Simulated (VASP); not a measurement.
# PbSe (Fm-3m) in VASP: notebook

Runs on PbSe. Level: PBEsol. Tasks: single point, relaxation of cell and atoms.

All numbers are computed with VASP 6.6.1; they aren't measurements. Logs are shortened: lines on timing, memory, paths and dates and some standing lists are left out, and cuts for length are marked.

## 1. The cell of the first run

It takes space group Fm-3m (No. 225, cubic). Conventional cell: a = 6.103 Å, b = 6.103 Å, c = 6.103 Å, α = 90.00°, β = 90.00°, γ = 90.00°. Pb (site symmetry m-3m) has 6 Se at 3.05 Å within 4.0 Å. Se (site symmetry m-3m) has 6 Pb at 3.05 Å within 4.0 Å.

## 2. Single point, PBEsol

File INCAR:

```
SYSTEM = PbSe
ALGO = Normal
EDIFF = 1E-7
ENCUT = 520
GGA = PS
ISIF = 2
ISMEAR = 0
LASPH = .True.
LCHARG = .False.
LREAL = .False.
LWAVE = .False.
NBANDS = 17
NELM = 100
PREC = Accurate
SIGMA = 0.01
```

File KPOINTS:

```
k-points
0
Gamma
  10 10 10
  0 0 0
```

File POSCAR:

```
PbSe
1.0
    0.0000000000      3.0515240889      3.0515240889
    3.0515240889      0.0000000000      3.0515240889
    3.0515240889      3.0515240889      0.0000000000
Pb Se
1 1
Direct
    0.0000000000      0.0000000000      0.0000000000
    0.5000000000      0.5000000000      0.5000000000
```

Potentials or basis: VASP PAW PBE potentials, release 64 (Pb_d, Se).

Launch:

```sh
$ cat potpaw_PBE.64/Pb_d/POTCAR potpaw_PBE.64/Se/POTCAR > POTCAR
$ mpirun -np 1 vasp_std > vasp.out
```

OUTCAR:

```text
SYSTEM = PbSe
   EDIFF = 1E-7
   ENCUT = 520
   GGA = PS
   ISIF = 2
   ISMEAR = 0
   LASPH = .True.
   LREAL = .False.
   NELM = 100
   PREC = Accurate

 ion  position               nearest neighbor table
   1  0.000  0.000  0.000-   2 3.05   2 3.05   2 3.05   2 3.05   2 3.05   2 3.05
   2  0.500  0.500  0.500-   1 3.05   1 3.05   1 3.05   1 3.05   1 3.05   1 3.05

  LATTYP: Found a face centered cubic cell.
 ALAT       =     6.1030481778

  Lattice vectors:

 A1 = (   0.0000000000,   3.0515240889,   3.0515240889)
 A2 = (   3.0515240889,   0.0000000000,   3.0515240889)
 A3 = (   3.0515240889,   3.0515240889,   0.0000000000)

Analysis of symmetry for initial positions (statically):
=====================================================================
 Subroutine PRICEL returns:
 Original cell was already a primitive cell.

 Routine SETGRP: Setting up the symmetry group for a
 face centered cubic supercell.

 Subroutine GETGRP returns: Found 48 space group operations
 (whereof 48 operations were pure point group operations)
 out of a pool of 48 trial point group operations.

The static configuration has the point symmetry O_h .

Analysis of symmetry for dynamics (positions and initial velocities):
=====================================================================
 Subroutine PRICEL returns:
 Original cell was already a primitive cell.

 Routine SETGRP: Setting up the symmetry group for a
 face centered cubic supercell.

 Subroutine GETGRP returns: Found 48 space group operations
 (whereof 48 operations were pure point group operations)
 out of a pool of 48 trial point group operations.

The dynamic configuration has the point symmetry O_h .

 Subroutine INISYM returns: Found 48 space group operations
 (whereof 48 operations are pure point group operations),
 and found     1 'primitive' translations

----------------------------------------------------------------------------------------

                                     Primitive cell

  volume of cell :      56.8304

  direct lattice vectors                    reciprocal lattice vectors
     0.000000000  3.051524089  3.051524089    -0.163852549  0.163852549  0.163852549
     3.051524089  0.000000000  3.051524089     0.163852549 -0.163852549  0.163852549
     3.051524089  3.051524089  0.000000000     0.163852549  0.163852549 -0.163852549

  length of vectors
[... 80 lines left out ...]
   ENCUT  =  520.0 eV  38.22 Ry    6.18 a.u.   8.02  8.02  8.02*2*pi/ulx,y,z
   NELM   =    100;   NELMIN=  2; NELMDL= -5     # of ELM steps
   EDIFF  = 0.1E-06   stopping-criterion for ELM
   LREAL  =      F    real-space projection
   EDIFFG = 0.1E-05   stopping-criterion for IOM
   NSW    =      0    number of steps for IOM
   IBRION =     -1    ionic relax: 0-MD 1-quasi-New 2-CG
   NFREE  =      0    steps in history (QN), initial steepest desc. (CG)
   ISIF   =      2    stress and relaxation
   ISYM   =      2    0-nonsym 1-usesym 2-fastsym
   POTIM  = 0.5000    time-step for ionic-motion
   TEBEG  =    0.0;   TEEND  =   0.0 temperature during run
   PSTRESS=    0.0 pullay stress
   NELECT =      20.0000    total number of electrons
   NUPDOWN=      -1.0000    fix difference up-down
   EMIN   =  10.00;   EMAX   =-10.00  energy-range for DOS
   EFERMI =   0.00;   METHOD = LEGACY
   ISMEAR =     0;   SIGMA  =   0.01  broadening in eV -4-tet -1-fermi 0-gaus
   EFERMI_NEDOS =   21; number of points for ismear=-14 and -15
   IALGO  =     38    algorithm
   IMIX   =      4    mixing-type and parameters
     AMIX     =   0.40;   BMIX     =  1.00
     AMIX_MAG =   1.60;   BMIX_MAG =  1.00
  volume/ion in A,a.u.               =      28.42       191.76
  Fermi-wavevector in a.u.,A,eV,Ry     =   1.155823  2.184189 18.176390  1.335927
  Thomas-Fermi vector in A             =   2.292448
   LORBIT       =      0    0 simple, 1 ext, 2 COOP (PROOUT), +10 PAW based schemes
   GGA     = PS    functional components
   LHFCALC =     F    Hartree Fock is set to
   AEXX    =    0.0000 exact exchange contribution
   IVDW    =     0    specifies the selected vdW correction
   LEPSILON=     F    determine dielectric tensor
   LRPA    =     F    only Hartree local field effects (RPA)
 non-spin polarized calculation
 Gauss-broadening in eV      SIGMA  =   0.01
  energy-cutoff  :      520.00
  volume of cell :       56.83
 maximum number of plane-waves:      1544
   NGX = 17   NGY = 17   NGZ = 17

 number of electron      20.0000003 magnetization

 Free energy of the ion-electron system (eV)
  ---------------------------------------------------
  ext. energy  EPLUGINS =         0.00000000
  ---------------------------------------------------
  free energy    TOTEN  =        -8.91665231 eV

  energy without entropy =       -8.91665231  energy(sigma->0) =       -8.91665231

 E-fermi :   5.0794     XC(G=0):  -9.7601

 val. band max:        5.0298096925   @ k =   0.5000   0.0000   0.0000
 cond. band min:       5.2017393124   @ k =   0.5000   0.0000   0.0000
 fundamental gap:      0.1719296199
 Fermi energy:         5.0794333032

 k-point     1 :       0.0000    0.0000    0.0000
  band No.  band energies     occupation
      1     -11.7389      2.00000
      2     -11.7389      2.00000
      3     -11.7389      2.00000
      4     -11.7377      2.00000
      5     -11.7377      2.00000
      6      -8.6604      2.00000
[... 457 lines left out ...]
      4     -11.7035      2.00000
      5     -11.7009      2.00000
      6      -7.5395      2.00000
[... 9 lines left out ...]
     16      15.7347      0.00000
     17      16.4534      0.00000

 [... further k-points ...]

------------------------ aborting loop because EDIFF is reached ----------------------------------------

  FORCE on cell =-STRESS in cart. coord.  units (eV):
  Direction    XX          YY          ZZ          XY          YZ          ZX
  --------------------------------------------------------------------------------------
  -------------------------------------------------------------------------------------
  Total       -0.0006134     -0.0006134     -0.0006134     -0.0000000     -0.0000000      0.0000000
  in kB       -0.0172930     -0.0172930     -0.0172930     -0.0000000     -0.0000000      0.0000000
  external PRESSURE =      -0.0172930 kB  Pullay stress =       0.0000000 kB

 VOLUME and BASIS-vectors are now :
 -----------------------------------------------------------------------------
  energy-cutoff  :      520.00
  volume of cell :       56.83
      direct lattice vectors                 reciprocal lattice vectors
     0.000000000  3.051524089  3.051524089    -0.163852549  0.163852549  0.163852549
     3.051524089  0.000000000  3.051524089     0.163852549 -0.163852549  0.163852549
     3.051524089  3.051524089  0.000000000     0.163852549  0.163852549 -0.163852549

 POSITION                                       TOTAL-FORCE (eV/Angst)
 -----------------------------------------------------------------------------------
      0.00000      0.00000      0.00000        -0.000000      0.000000     -0.000000
      3.05152      3.05152      3.05152         0.000000     -0.000000      0.000000
 -----------------------------------------------------------------------------------
    total drift:                                0.000000     -0.000000     -0.000000

  FREE ENERGIE OF THE ION-ELECTRON SYSTEM (eV)
  ---------------------------------------------------
  free  energy   TOTEN  =        -8.9166523139 eV

  energy  without entropy=       -8.9166523139  energy(sigma->0) =       -8.91665231
```

OSZICAR:

```text
N       E                     dE             d eps       ncg     rms          rms(c)
DAV:   1     0.154174368846E+03    0.15417E+03   -0.95087E+03  1614   0.120E+03
DAV:   2     0.226245022215E+01   -0.15191E+03   -0.14637E+03  1657   0.305E+02
DAV:   3    -0.891578006814E+01   -0.11178E+02   -0.11086E+02  2093   0.881E+01
DAV:   4    -0.916932666621E+01   -0.25355E+00   -0.25330E+00  1933   0.148E+01
DAV:   5    -0.917799332694E+01   -0.86667E-02   -0.86662E-02  2317   0.268E+00    0.268E+00
DAV:   6    -0.892373594956E+01    0.25426E+00   -0.61593E-01  2474   0.579E+00    0.152E+00
DAV:   7    -0.891629485927E+01    0.74411E-02   -0.98634E-02  1961   0.158E+00    0.799E-01
DAV:   8    -0.891694805714E+01   -0.65320E-03   -0.97747E-03  2035   0.108E+00    0.124E-01
DAV:   9    -0.891663274324E+01    0.31531E-03   -0.20871E-03  2416   0.431E-01    0.455E-02
DAV:  10    -0.891665335849E+01   -0.20615E-04   -0.14392E-04  1914   0.695E-02    0.161E-02
DAV:  11    -0.891665238871E+01    0.96978E-06   -0.29079E-05  2225   0.543E-02    0.605E-03
DAV:  12    -0.891665231337E+01    0.75343E-07   -0.17964E-06  2143   0.135E-02    0.118E-03
DAV:  13    -0.891665231391E+01   -0.53728E-09   -0.52843E-08  1238   0.319E-03
   1 F= -.89166523E+01 E0= -.89166523E+01  d E =-.456007E-15
```

It took 53 s on 1 thread of Intel Xeon 8259CL, shared host; peak memory 0.2 GiB.

Results:

```
Free energy            : -8.9167 eV
Pressure               : 0.0 GPa
Band gap on the k mesh : 0.17 eV
```

Caveat: the PAW data sets were made with another functional, which shifts forces and pressure a little; spin-orbit coupling is left out, which moves the levels of the heavy elements. A k mesh can miss the band edges.

(Part 1 of 2 ends here.)
